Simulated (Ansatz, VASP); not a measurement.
## SrTiO3: VASP beside Ansatz

Contents of INCAR:

```
SYSTEM = SrTiO3
  PREC = Accurate
  ENCUT = 600
  EDIFF = 1E-6
  ISMEAR = -1
  SIGMA = 0.1
  LREAL = .False.
  LASPH = .True.
  NELM = 80
  ALGO = Normal
  ISIF = 3
  LWAVE = .False.
  LCHARG = .False.
  GGA = PS
  IBRION = 2
  NSW = 100
  EDIFFG = -0.002
```

File KPOINTS:

```
Automatic mesh
0
Gamma
  8 8 8
  0 0 0
```

POSCAR

```
SrTiO3
1.0
    3.9052800000      0.0000000000      0.0000000000
    0.0000000000      3.9052800000      0.0000000000
    0.0000000000      0.0000000000      3.9052800000
Sr Ti O
1 1 3
Direct
    0.5000000000      0.5000000000      0.5000000000
    0.0000000000      0.0000000000      0.0000000000
    0.5000000000      0.0000000000      0.0000000000
    0.0000000000      0.5000000000      0.0000000000
    0.0000000000      0.0000000000      0.5000000000
```

Input for Ansatz:

```yaml
crystal:
  lattice:
    - [3.90528, 0.0, 0.0]
    - [0.0, 3.90528, 0.0]
    - [0.0, 0.0, 3.90528]
  atoms:
    - { symbol: Sr, position: [0.5, 0.5, 0.5] }
    - { symbol: Ti, position: [0.0, 0.0, 0.0] }
    - { symbol: O, position: [0.5, 0.0, 0.0] }
    - { symbol: O, position: [0.0, 0.5, 0.0] }
    - { symbol: O, position: [0.0, 0.0, 0.5] }
kpoints:
  mp_grid: { grid: [8, 8, 8] }
scf:
  occupations: { method: fermi_dirac, width: 0.1 }
hamiltonian:
  xc: pbesol
  pseudopotentials: { kind: paw }
relax:
  f_tol: 0.002
  max_steps: 80
  cell: {}
output:
  forces: true
  stress: true
```

Alike in both runs: task relaxation of cell and atoms; functional PBEsol; k mesh 8 × 8 × 8; occupations fermi-dirac, width 0.1 eV; no spin polarisation.

|  | VASP | Ansatz |
| --- | --- | --- |
| version | VASP 6.6.1 | Ansatz 0.2.0 |
| potentials or method | VASP PAW PBE potentials, release 64 (Sr_sv, Ti_sv, O) | PAW with Ansatz's default frozen-core files, scalar-relativistic |
| plane-wave cutoff (eV) | 600 | 420 |
| valence electrons in the cell | 40 | 40 |

```tsv
	VASP	Ansatz	Ansatz less VASP
relaxed volume (Å³/atom)	11.82	11.78	-0.033
relaxed length of the cell vector where the two differ most in proportion (Å)	3.895	3.891	-0.0036
```

VASP's potentials were made for PBE, not for PBEsol.
